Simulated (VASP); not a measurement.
# Sb in VASP: notebook, part 2 of 2

VASP 6.6.1.

## (5) Single point, PBEsol (strained)

INCAR reads:

```
ALGO = Normal
EDIFF = 1E-7
ENCUT = 520
GGA = PS
ISIF = 2
ISMEAR = 0
LASPH = True
LCHARG = True
LELF = True
LREAL = False
LVHAR = True
LWAVE = False
NBANDS = 8
NELM = 60
PREC = Accurate
SIGMA = 0.1
```

KPOINTS reads:

```
k-points
0
Gamma
  18 18 18
```

POSCAR reads:

```
Sb
1.0
   -1.6630134121      1.6630134121      2.8200091778
    1.6630134121     -1.6630134121      2.8200091778
    1.6630134121      1.6630134121     -2.8200091778
Sb
1
Direct
    0.0000000000      0.0000000000      0.0000000000
```

Launch:

```sh
> cat potpaw_PBE.64/Sb/POTCAR > POTCAR
> mpirun -np 1 vasp_std > vasp.out
```

It took 2.5 min on 1 thread of AMD EPYC 7R43 (Zen 3), shared host; peak memory 0.21 GiB.

Results (log left out):

```
Free energy : -4.1823 eV
Pressure    : -7.6 GPa
```

Stress tensor (GPa, compression positive):
```
-8.16  0.00  0.00
 0.00 -8.16  0.00
 0.00  0.00 -6.35
```

Levels at points of the mesh, in eV from the Fermi level:
```csv
k point,band 1,band 2,band 3,band 4,band 5,band 6,band 7,band 8
"(0.00, 0.00, 0.00)",-11.89,3.81,4.46,4.46,8.98,9.75,10.20,10.20
"(0.50, 0.00, 0.00)",-8.86,-4.92,1.59,4.31,5.96,9.32,10.17,10.22
"(0.50, 0.50, 0.00)",-7.00,-3.77,-0.81,0.53,3.55,4.48,14.94,15.13
"(0.50, 0.50, 0.50)",-8.90,-4.77,1.73,1.73,5.56,5.73,17.29,17.38
```

Caveat: the cell differs from its parent crystal (strained); the PAW data sets were made with another functional, which shifts forces and pressure a little; spin-orbit coupling is left out, which moves the levels of the heavy elements.

## (6) Single point, PBEsol (strained)

INCAR reads:

```
  PREC = Accurate
  ENCUT = 520
  EDIFF = 1E-7
  ISMEAR = 0
  SIGMA = 0.1
  LREAL = False
  LASPH = True
  NELM = 100
  ALGO = Normal
  ISIF = 2
  LWAVE = False
  LCHARG = False
  GGA = PS
  NBANDS = 8
```

KPOINTS reads:

```
regular mesh
0
Gamma
  16 16 16
```

POSCAR reads:

```
Sb
1.0
   -1.5459080073      1.5459080073      2.6972668444
    1.5459080073     -1.5459080073      2.6972668444
    1.5774388110      1.5774388110     -2.6972668444
Sb
1
Direct
    0.0000000000      0.0000000000      0.0000000000
```

Potentials or basis: VASP PAW PBE potentials, release 64 (Sb).

Launch:

```sh
> cat potpaw_PBE.64/Sb/POTCAR > POTCAR
> mpirun -np 1 vasp_std > vasp.out
```

OUTCAR:

```text
PREC = Accurate
   ENCUT = 520
   EDIFF = 1E-7
   ISMEAR = 0
   LREAL = False
   LASPH = True
   NELM = 100
   ISIF = 2
   GGA = PS

 ion  position               nearest neighbor table
   1  0.000  0.000  0.000-

  LATTYP: Found a face centered orthorhombic cell.
 ALAT       =     4.3724881402
 B/A-ratio  =     1.0203963001
 C/A-ratio  =     1.2337446131

  Lattice vectors:

 A1 = (   1.5774388110,   1.5774388110,   2.6972668444)
 A2 = (   1.5459080073,  -1.5459080073,   2.6972668444)
 A3 = (   3.1233468183,   0.0315308037,   0.0000000000)

Analysis of symmetry for initial positions (statically):
=====================================================================
 Subroutine PRICEL returns:
 Original cell was already a primitive cell.

 Routine SETGRP: Setting up the symmetry group for a
 face centered orthorhombic supercell.

 Subroutine GETGRP returns: Found  8 space group operations
 (whereof  8 operations were pure point group operations)
 out of a pool of  8 trial point group operations.

The static configuration has the point symmetry D_2h.

Analysis of symmetry for dynamics (positions and initial velocities):
=====================================================================
 Subroutine PRICEL returns:
 Original cell was already a primitive cell.

 Routine SETGRP: Setting up the symmetry group for a
 face centered orthorhombic supercell.

 Subroutine GETGRP returns: Found  8 space group operations
 (whereof  8 operations were pure point group operations)
 out of a pool of  8 trial point group operations.

The dynamic configuration has the point symmetry D_2h.

 Subroutine INISYM returns: Found  8 space group operations
 (whereof  8 operations are pure point group operations),
 and found     1 'primitive' translations

----------------------------------------------------------------------------------------

                                     Primitive cell

  volume of cell :      26.3100

  direct lattice vectors                    reciprocal lattice vectors
    -1.545908007  1.545908007  2.697266844    -0.003232503  0.320202008  0.185372834
     1.545908007 -1.545908007  2.697266844     0.320202008 -0.003232503  0.185372834
     1.577438811  1.577438811 -2.697266844     0.316969506  0.316969506  0.000000000

  length of vectors
     3.472018370  3.472018370  3.500267823     0.370003869  0.370003869  0.448262574

  position of ions in fractional coordinates (direct lattice)
     0.000000000  0.000000000  0.000000000

  ion indices of the primitive-cell ions
   primitive index   ion index
                 1           1

----------------------------------------------------------------------------------------

 KPOINTS: regular mesh

Automatic generation of k-mesh.
 Grid dimensions read from file:
 generate k-points for:   16   16   16

 Generating k-lattice:

  Cartesian coordinates                     Fractional coordinates (reciprocal lattice)
    -0.000202031  0.020012626  0.011585802     0.062500000  0.000000000  0.000000000
     0.020012626 -0.000202031  0.011585802     0.000000000  0.062500000  0.000000000
     0.019810594  0.019810594  0.000000000     0.000000000  0.000000000  0.062500000

  Length of vectors
     0.023125242  0.023125242  0.028016411

  Shift w.r.t. Gamma in fractional coordinates (k-lattice)
     0.000000000  0.000000000  0.000000000

 Subroutine IBZKPT returns following result:
 ===========================================

 Found    621 irreducible k-points:

 Following reciprocal coordinates:
            Coordinates               Weight
  0.000000  0.000000  0.000000      1.000000
  0.062500 -0.000000 -0.000000      8.000000
  0.125000 -0.000000 -0.000000      8.000000
  0.187500 -0.000000  0.000000      8.000000
  0.250000 -0.000000 -0.000000      8.000000
  0.312500  0.000000 -0.000000      8.000000
[... 16 lines left out ...]
 -0.125000  0.062500  0.000000      8.000000
 -0.062500  0.062500  0.000000      2.000000
 [... further k-points ...]
   k-points           NKPTS =    621   k-points in BZ     NKDIM =    621   number of bands    NBANDS=      8
   number of dos      NEDOS =    301   number of ions     NIONS =      1
   total plane-waves  NPLWV =  21952
   dimension x,y,z NGX =    28 NGY =   28 NGZ =   28
   dimension x,y,z NGXF=    56 NGYF=   56 NGZF=   56
   ions per type =               1
   NGX,Y,Z   is equivalent  to a cutoff of  13.41, 13.41, 13.30 a.u.
   NGXF,Y,Z  is equivalent  to a cutoff of  26.81, 26.81, 26.60 a.u.
 SYSTEM =  unknown system
   PREC   = accura    normal or accurate (medium, high low for compatibility)
   ISTART =      0    job   : 0-new  1-cont  2-samecut
   ICHARG =      2    charge: 1-file 2-atom 10-const
   ISPIN  =      1    spin polarized calculation?
   LNONCOLLINEAR =      F non collinear calculations
   LSORBIT =      F    spin-orbit coupling
   LASPH  =      T    aspherical Exc in radial PAW
   ENCUT  =  520.0 eV  38.22 Ry    6.18 a.u.   6.46  6.46  6.51*2*pi/ulx,y,z
   NELM   =    100;   NELMIN=  2; NELMDL= -5     # of ELM steps
   EDIFF  = 0.1E-06   stopping-criterion for ELM
   LREAL  =      F    real-space projection
   EDIFFG = 0.1E-05   stopping-criterion for IOM
   NSW    =      0    number of steps for IOM
   IBRION =     -1    ionic relax: 0-MD 1-quasi-New 2-CG
   NFREE  =      0    steps in history (QN), initial steepest desc. (CG)
   ISIF   =      2    stress and relaxation
   ISYM   =      2    0-nonsym 1-usesym 2-fastsym
   POTIM  = 0.5000    time-step for ionic-motion
   TEBEG  =    0.0;   TEEND  =   0.0 temperature during run
   PSTRESS=    0.0 pullay stress
   NELECT =       5.0000    total number of electrons
   NUPDOWN=      -1.0000    fix difference up-down
   EMIN   =  10.00;   EMAX   =-10.00  energy-range for DOS
   EFERMI =   0.00;   METHOD = LEGACY
   ISMEAR =     0;   SIGMA  =   0.10  broadening in eV -4-tet -1-fermi 0-gaus
   EFERMI_NEDOS =   21; number of points for ismear=-14 and -15
   IALGO  =     38    algorithm
   IMIX   =      4    mixing-type and parameters
     AMIX     =   0.40;   BMIX     =  1.00
     AMIX_MAG =   1.60;   BMIX_MAG =  1.00
  volume/ion in A,a.u.               =      26.31       177.55
  Fermi-wavevector in a.u.,A,eV,Ry     =   0.941221  1.778649 12.053353  0.885896
  Thomas-Fermi vector in A             =   2.068710
   LORBIT       =      0    0 simple, 1 ext, 2 COOP (PROOUT), +10 PAW based schemes
   GGA     = PS    functional components
   LHFCALC =     F    Hartree Fock is set to
   AEXX    =    0.0000 exact exchange contribution
   IVDW    =     0    specifies the selected vdW correction
   LEPSILON=     F    determine dielectric tensor
   LRPA    =     F    only Hartree local field effects (RPA)
 non-spin polarized calculation
 Gauss-broadening in eV      SIGMA  =   0.10
  energy-cutoff  :      520.00
  volume of cell :       26.31
 maximum number of plane-waves:       732
 NGX is ok and might be reduce to    28
   NGX = 13   NGY = 13   NGZ = 13

 number of electron       5.0000000 magnetization

 Free energy of the ion-electron system (eV)
  ---------------------------------------------------
  ext. energy  EPLUGINS =         0.00000000
  ---------------------------------------------------
  free energy    TOTEN  =        -4.31396550 eV

  energy without entropy =       -4.31083780  energy(sigma->0) =       -4.31240165

 E-fermi :   8.7138     XC(G=0): -10.4224

 val. band max:        8.7114450313   @ k =  -0.0625   0.0625   0.5000
 cond. band min:       8.7144389580   @ k =  -0.1875   0.3125   0.3750
 fundamental gap:      0.0029939266
 Fermi energy:         8.7137865280

 k-point     1 :       0.0000    0.0000    0.0000
  band No.  band energies     occupation
      1      -4.4676      2.00000
      2      13.4749      0.00000
      3      14.2633      0.00000
      4      14.3343      0.00000
      5      18.1792      0.00000
      6      19.3692      0.00000
      7      19.3992      0.00000
      8      19.5139      0.00000
[... 243 lines left out ...]
 k-point    24 :      -0.0625    0.0625    0.0000
  band No.  band energies     occupation
      1      -4.3441      2.00000
      2      13.2398      0.00000
      3      13.6205      0.00000
      4      13.7640      0.00000
      5      17.9399      0.00000
      6      18.9513      0.00000
      7      19.0061      0.00000
      8      19.4667      0.00000

 [... further k-points ...]
[... 5 lines left out ...]
  --------------------------------------------------------------------------------------
  -------------------------------------------------------------------------------------
  Total        0.0883924      0.0883924      0.1019711      0.0575696      0.0000000      0.0000000
  in kB        5.3827633      5.3827633      6.2096543      3.5057738      0.0000000      0.0000000
  external PRESSURE =       5.6583936 kB  Pullay stress =       0.0000000 kB

 VOLUME and BASIS-vectors are now :
 -----------------------------------------------------------------------------
  energy-cutoff  :      520.00
  volume of cell :       26.31
      direct lattice vectors                 reciprocal lattice vectors
    -1.545908007  1.545908007  2.697266844    -0.003232503  0.320202008  0.185372834
     1.545908007 -1.545908007  2.697266844     0.320202008 -0.003232503  0.185372834
     1.577438811  1.577438811 -2.697266844     0.316969506  0.316969506  0.000000000

 POSITION                                       TOTAL-FORCE (eV/Angst)
 -----------------------------------------------------------------------------------
      0.00000      0.00000      0.00000        -0.000000     -0.000000     -0.000000
 -----------------------------------------------------------------------------------
    total drift:                               -0.000000      0.000000     -0.000000

  FREE ENERGIE OF THE ION-ELECTRON SYSTEM (eV)
  ---------------------------------------------------
  free  energy   TOTEN  =        -4.3139655020 eV

  energy  without entropy=       -4.3108378041  energy(sigma->0) =       -4.31240165
```

It took 2 min on 1 thread of AMD EPYC 7R43 (Zen 3), shared host; peak memory 0.23 GiB.

What came out:

```
Free energy : -4.3140 eV
Pressure    : 0.6 GPa
```

Caveat: the cell differs from its parent crystal (strained); the PAW data sets were made with another functional, which shifts forces and pressure a little; spin-orbit coupling is left out, which moves the levels of the heavy elements.

## (7) Summary

| level | cell | k mesh | gap on the mesh (eV) | pressure (GPa) |
| --- | --- | --- | --- | --- |
| PBE | a = 3.349 Å, angles 123.4, 123.4, 84.2°, 1 atom | 18 × 18 × 18 | none | 6.8 |
| PBEsol | a = 3.580 Å, angles 129.7, 129.7, 73.9°, 1 atom | 18 × 18 × 18 | none | 1.4 |
| PBEsol | a = 3.513 Å, angles 125.6, 125.6, 80.5°, 1 atom | 18 × 18 × 18 | none | -2.7 |
| PBEsol | a = 3.672 Å, angles 126.1, 126.1, 79.7°, 1 atom | 18 × 18 × 18 | none | -7.6 |
| PBEsol | a = 3.472, b = 3.472, c = 3.500 Å, angles 126.8, 126.8, 78.1°, 1 atom | 16 × 16 × 16 | none | 0.6 |

Alike in all rows: task single point; potentials or basis VASP PAW PBE potentials, release 64 (Sb); no spin polarisation; cutoff (eV) 520; smearing gaussian 0.1 eV.

Caveats: spin-orbit coupling is left out, which moves the levels of the heavy elements; the PAW data sets were made with another functional, which shifts forces and pressure a little (some runs).

Total energies depend on the potentials used, so only differences within one code and one set of settings carry meaning.
